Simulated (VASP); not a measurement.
# Si8HC in VASP: single point with PBE

Aim: the single point of Si8HC with PBE.

Program: VASP 6.6.1. These are calculated values, not measurements. Logs are shortened: lines on timing, memory, paths and dates and some standing lists are left out, and cuts for length are marked.

### Step 1. The cell of the first run

The cell holds a slab with vacuum, 10 atoms: a = 3.851 Å, b = 3.851 Å, c = 26.847 Å, α = 90.00°, β = 90.00°, γ = 120.00°.

### Step 2. Single point, PBE, collinear spin

INCAR reads:

```
SYSTEM = Si8HC
ALGO = Normal ; DIPOL = 0.5 0.5 0.390
EDIFF = 1E-7 ; ENCUT = 520
GGA = PE ; IDIPOL = 3
ISIF = 2 ; ISMEAR = 0
ISPIN = 2 ; KPAR = 4
LASPH = .TRUE. ; LCHARG = .FALSE.
LDIPOL = .TRUE. ; LORBIT = 11
LREAL = .FALSE. ; LWAVE = .FALSE.
MAGMOM = 0 0 0 0 0 0 0 0 1 0 ; NBANDS = 34
NELM = 150 ; PREC = Accurate
SIGMA = 0.05
```

KPOINTS reads:

```
k-points
0
G
  9 9 1
  0 0 0
```

POSCAR reads:

```
Si8HC
1.0
    3.8512806327      0.0000000000      0.0000000000
   -1.9256403163      3.3353068650      0.0000000000
    0.0000000000      0.0000000000     26.8467731300
Si C H
8 1 1
Direct
    0.6666666667      0.3333333333      0.1489936977
    0.3333333333      0.6666666667      0.1788339219
    0.3333333333      0.6666666667      0.2675372317
    0.6666666667      0.3333333333      0.2973774559
    0.6666666667      0.3333333333      0.3858915985
    0.3333333333      0.6666666667      0.4151488273
    0.3333333333      0.6666666667      0.5054937809
    0.6666666667      0.3333333333      0.5306698522
    1.1666666667      0.6666666667      0.5668925352
    1.1666666667      0.6666666667      0.6073482615
```

Potentials or basis: VASP PAW PBE potentials, release 64 (Si, C, H).

Launch:

```sh
$ cat potpaw_PBE.64/Si/POTCAR potpaw_PBE.64/C/POTCAR potpaw_PBE.64/H/POTCAR > POTCAR
$ mpirun -np 4 vasp_std > vasp.out
```

OUTCAR:

```text
SYSTEM = Si8HC
   EDIFF = 1E-7
   ENCUT = 520
   GGA = PE
   ISIF = 2
   ISMEAR = 0
   ISPIN = 2
   LASPH = .TRUE.
   LORBIT = 11
   LREAL = .FALSE.
   NELM = 150
   PREC = Accurate

 ion  position               nearest neighbor table
   1  0.667  0.333  0.149-   2 2.36   2 2.36   2 2.36
   2  0.333  0.667  0.179-   1 2.36   1 2.36   1 2.36   3 2.38
   3  0.333  0.667  0.268-   4 2.36   4 2.36   4 2.36   2 2.38
   4  0.667  0.333  0.297-   3 2.36   3 2.36   3 2.36   5 2.38
   5  0.667  0.333  0.386-   6 2.36   6 2.36   6 2.36   4 2.38
   6  0.333  0.667  0.415-   5 2.36   5 2.36   5 2.36   7 2.43
   7  0.333  0.667  0.505-   9 1.77   8 2.32   8 2.32   8 2.32   6 2.43
   8  0.667  0.333  0.531-   9 1.96   7 2.32   7 2.32   7 2.32   9 2.51
   9  0.167  0.667  0.567-  10 1.09   7 1.77   8 1.96   8 2.51
  10  0.167  0.667  0.607-   9 1.09

  LATTYP: Found a hexagonal cell.
 ALAT       =     3.8512806327
 C/A-ratio  =     6.9708690928

  Lattice vectors:

 A1 = (   3.8512806327,   0.0000000000,   0.0000000000)
 A2 = (  -1.9256403163,   3.3353068650,   0.0000000000)
 A3 = (   0.0000000000,   0.0000000000,  26.8467731300)

Analysis of symmetry for initial positions (statically):
=====================================================================
 Subroutine PRICEL returns:
 Original cell was already a primitive cell.

 Routine SETGRP: Setting up the symmetry group for a
 hexagonal supercell.

 Subroutine GETGRP returns: Found  1 space group operations
 (whereof  1 operations were pure point group operations)
 out of a pool of 24 trial point group operations.

The static configuration has the point symmetry C_1 .

Analysis of symmetry for dynamics (positions and initial velocities):
=====================================================================
 Subroutine PRICEL returns:
 Original cell was already a primitive cell.

 Routine SETGRP: Setting up the symmetry group for a
 hexagonal supercell.

 Subroutine GETGRP returns: Found  1 space group operations
 (whereof  1 operations were pure point group operations)
 out of a pool of 24 trial point group operations.

The dynamic configuration has the point symmetry C_1 .

Analysis of structural, dynamic, and magnetic symmetry:
=====================================================================
 Subroutine PRICEL returns:
 Original cell was already a primitive cell.

 Routine SETGRP: Setting up the symmetry group for a
 hexagonal supercell.

 Subroutine GETGRP returns: Found  1 space group operations
 (whereof  1 operations were pure point group operations)
 out of a pool of 24 trial point group operations.

The overall configuration has the point symmetry C_1 .

 Subroutine INISYM returns: Found  1 space group operations
 (whereof  1 operations are pure point group operations),
 and found     1 'primitive' translations

----------------------------------------------------------------------------------------

                                     Primitive cell

  volume of cell :     344.8522

  direct lattice vectors                    reciprocal lattice vectors
     3.851280633  0.000000000  0.000000000     0.259653891  0.149911244  0.000000000
    -1.925640316  3.335306865  0.000000000     0.000000000  0.299822487  0.000000000
     0.000000000  0.000000000 26.846773130     0.000000000  0.000000000  0.037248424

  length of vectors
     3.851280633  3.851280633 26.846773130     0.299822487  0.299822487  0.037248424

  position of ions in fractional coordinates (direct lattice)
     0.666666667  0.333333333  0.148993698
     0.333333333  0.666666667  0.178833922
     0.333333333  0.666666667  0.267537232
     0.666666667  0.333333333  0.297377456
     0.666666667  0.333333333  0.385891599
     0.333333333  0.666666667  0.415148827
     0.333333333  0.666666667  0.505493781
     0.666666667  0.333333333  0.530669852
     0.166666667  0.666666667  0.566892535
     0.166666667  0.666666667  0.607348262

  ion indices of the primitive-cell ions
   primitive index   ion index
                 1           1
                 2           2
                 3           3
                 4           4
                 5           5
[... 76 lines left out ...]
   NELM   =    150;   NELMIN=  2; NELMDL= -5     # of ELM steps
   EDIFF  = 0.1E-06   stopping-criterion for ELM
   LREAL  =      F    real-space projection
   EDIFFG = 0.1E-05   stopping-criterion for IOM
   NSW    =      0    number of steps for IOM
   IBRION =     -1    ionic relax: 0-MD 1-quasi-New 2-CG
   NFREE  =      0    steps in history (QN), initial steepest desc. (CG)
   ISIF   =      2    stress and relaxation
   ISYM   =      2    0-nonsym 1-usesym 2-fastsym
   POTIM  = 0.5000    time-step for ionic-motion
   TEBEG  =    0.0;   TEEND  =   0.0 temperature during run
   PSTRESS=    0.0 pullay stress
   NELECT =      37.0000    total number of electrons
   NUPDOWN=      -1.0000    fix difference up-down
   EMIN   =  10.00;   EMAX   =-10.00  energy-range for DOS
   EFERMI =   0.00;   METHOD = LEGACY
   ISMEAR =     0;   SIGMA  =   0.05  broadening in eV -4-tet -1-fermi 0-gaus
   EFERMI_NEDOS =   21; number of points for ismear=-14 and -15
   IALGO  =     38    algorithm
   IMIX   =      4    mixing-type and parameters
     AMIX     =   0.40;   BMIX     =  1.00
     AMIX_MAG =   1.60;   BMIX_MAG =  1.00
  volume/ion in A,a.u.               =      34.49       232.72
  Fermi-wavevector in a.u.,A,eV,Ry     =   0.777913  1.470042  8.233548  0.605149
  Thomas-Fermi vector in A             =   1.880700
   LORBIT       =     11    0 simple, 1 ext, 2 COOP (PROOUT), +10 PAW based schemes
   GGA     = PE    functional components
   LHFCALC =     F    Hartree Fock is set to
   AEXX    =    0.0000 exact exchange contribution
   IVDW    =     0    specifies the selected vdW correction
   LEPSILON=     F    determine dielectric tensor
   LRPA    =     F    only Hartree local field effects (RPA)
 spin polarized calculation
 Gauss-broadening in eV      SIGMA  =   0.05
  energy-cutoff  :      520.00
  volume of cell :      344.85
 maximum number of plane-waves:      9345
 NGX is ok and might be reduce to    30
   NGX = 15   NGY = 15   NGZ = 99

 dipolmoment           0.000000      0.000000      0.691714 electrons x Angstroem

 number of electron      37.0000003 magnetization      -0.0000499

 number of electron      37.0000003 magnetization       0.0000041

 dipolmoment           0.000000      0.000000     -0.085309 electrons x Angstroem

 Free energy of the ion-electron system (eV)
  ---------------------------------------------------
  ext. energy  EPLUGINS =         0.00000000
  ---------------------------------------------------
  free energy    TOTEN  =       -50.95994019 eV

  energy without entropy =      -50.95418933  energy(sigma->0) =      -50.95706476

 E-fermi :   0.7608     XC(G=0):  -5.2686

 val. band max:        0.7406359280   @ k =   0.2222   0.2222   0.0000
 cond. band min:       0.7668040410   @ k =   0.4444  -0.1111   0.0000
 fundamental gap:      0.0261681130
 Fermi energy:         0.7608052070

 spin component 1

 k-point     1 :       0.0000    0.0000    0.0000
  band No.  band energies     occupation
      1     -13.2996      1.00000
      2     -11.0352      1.00000
      3     -10.2852      1.00000
      4      -9.3198      1.00000
      5      -8.5555      1.00000
      6      -5.7853      1.00000
[... 781 lines left out ...]
     29       5.5883      0.00000
     30       5.7213      0.00000

 [... further k-points ...]

 spin component 2

 k-point     1 :       0.0000    0.0000    0.0000
  band No.  band energies     occupation
      1     -13.2996      1.00000
      2     -11.0352      1.00000
      3     -10.2852      1.00000
      4      -9.3198      1.00000
      5      -8.5555      1.00000
      6      -5.7853      1.00000
[... 781 lines left out ...]
     29       5.5882      0.00000
     30       5.7211      0.00000

 [... further k-points ...]

 [bands above 30 left out]

------------------------ aborting loop because EDIFF is reached ----------------------------------------

 vacuum level on the upper side and lower side of the slab       (xc-potential included)        -0.592         0.587

  FORCE on cell =-STRESS in cart. coord.  units (eV):
  Direction    XX          YY          ZZ          XY          YZ          ZX
  --------------------------------------------------------------------------------------
  -------------------------------------------------------------------------------------
  Total        3.4451284     -0.3368478      0.2218171     -1.2303907     -0.6647300     -1.7306291
  in kB       16.0060044     -1.5649886      1.0305582     -5.7163731     -3.0883236     -8.0404719
  external PRESSURE =       5.1571913 kB  Pullay stress =       0.0000000 kB

 VOLUME and BASIS-vectors are now :
 -----------------------------------------------------------------------------
  energy-cutoff  :      520.00
  volume of cell :      344.85
      direct lattice vectors                 reciprocal lattice vectors
     3.851280633  0.000000000  0.000000000     0.259653891  0.149911244  0.000000000
    -1.925640316  3.335306865  0.000000000     0.000000000  0.299822487  0.000000000
     0.000000000  0.000000000 26.846773130     0.000000000  0.000000000  0.037248424

 POSITION                                       TOTAL-FORCE (eV/Angst)
 -----------------------------------------------------------------------------------
      1.92564      1.11177      4.00000        -0.002360     -0.022448      0.621352
     -0.00000      2.22354      4.80111         0.012626      0.025078     -0.679316
     -0.00000      2.22354      7.18251        -0.011768     -0.004487      0.167618
      1.92564      1.11177      7.98363        -0.039241     -0.004605     -0.161707
      1.92564      1.11177     10.35994         0.067870      0.011595      0.070968
     -0.00000      2.22354     11.14541        -0.392546      0.025420      0.132254
     -0.00000      2.22354     13.57088         2.494174      0.133234     -1.328282
      1.92564      1.11177     14.24677        -0.278508      0.543579      1.047935
     -0.64188      2.22354     15.21924        -2.372226     -0.876378      0.091719
     -0.64188      2.22354     16.30534         0.521978      0.169012      0.037460
 -----------------------------------------------------------------------------------
    total drift:                               -0.000006      0.000008      0.000088

  FREE ENERGIE OF THE ION-ELECTRON SYSTEM (eV)
  ---------------------------------------------------
  free  energy   TOTEN  =       -50.9599401884 eV

  energy  without entropy=      -50.9541893258  energy(sigma->0) =      -50.95706476

 vacuum level on the upper side and lower side of the slab         4.364         5.567

 total charge

# of ion       s       p       d       tot
------------------------------------------
    1        0.807   0.836   0.000   1.643
    2        0.756   0.908   0.000   1.664
    3        0.764   0.898   0.000   1.662
    4        0.759   0.915   0.000   1.674
    5        0.758   0.920   0.000   1.678
    6        0.771   0.888   0.000   1.659
    7        0.735   0.966   0.000   1.701
    8        0.786   0.872   0.000   1.658
    9        0.867   1.582   0.000   2.449
   10        0.612   0.051   0.000   0.663
--------------------------------------------------
tot          7.614   8.838   0.000  16.452

 magnetization (x)

# of ion       s       p       d       tot
------------------------------------------
    1       -0.000  -0.000   0.000  -0.000
    2        0.000  -0.000   0.000  -0.000
    3       -0.000   0.000   0.000  -0.000
    4       -0.000  -0.000   0.000  -0.000
    5       -0.000  -0.000   0.000  -0.000
    6        0.000   0.000   0.000   0.000
    7       -0.000  -0.000   0.000  -0.000
    8       -0.000   0.000   0.000  -0.000
    9        0.000  -0.000   0.000  -0.000
   10       -0.000  -0.000   0.000  -0.000
--------------------------------------------------
tot         -0.000  -0.000   0.000  -0.000
```

Wall time 21 min (4 MPI ranks of Oxide Virtual Turin-like, shared host); peak memory 1 GiB.

Results:

| Property | Result |
| --- | --- |
| Free energy | -50.9599 eV |
| Largest force | 2.829 eV/Å |
| Net moment | 0.00 μB per cell |
| Valence electrons inside the program's atomic spheres | Si 1.64, 1.66, 1.67, 1.68, 1.70 (each value once); C 2.45; H 0.66 |

Forces in eV/Å, atoms in the order of the input:
```
Si  -0.002 -0.022  0.621
Si   0.013  0.025 -0.679
Si  -0.012 -0.004  0.168
Si  -0.039 -0.005 -0.162
Si   0.068  0.012  0.071
Si  -0.393  0.025  0.132
Si   2.494  0.133 -1.328
Si  -0.279  0.544  1.048
C   -2.372 -0.876  0.092
H    0.522  0.169  0.037
```
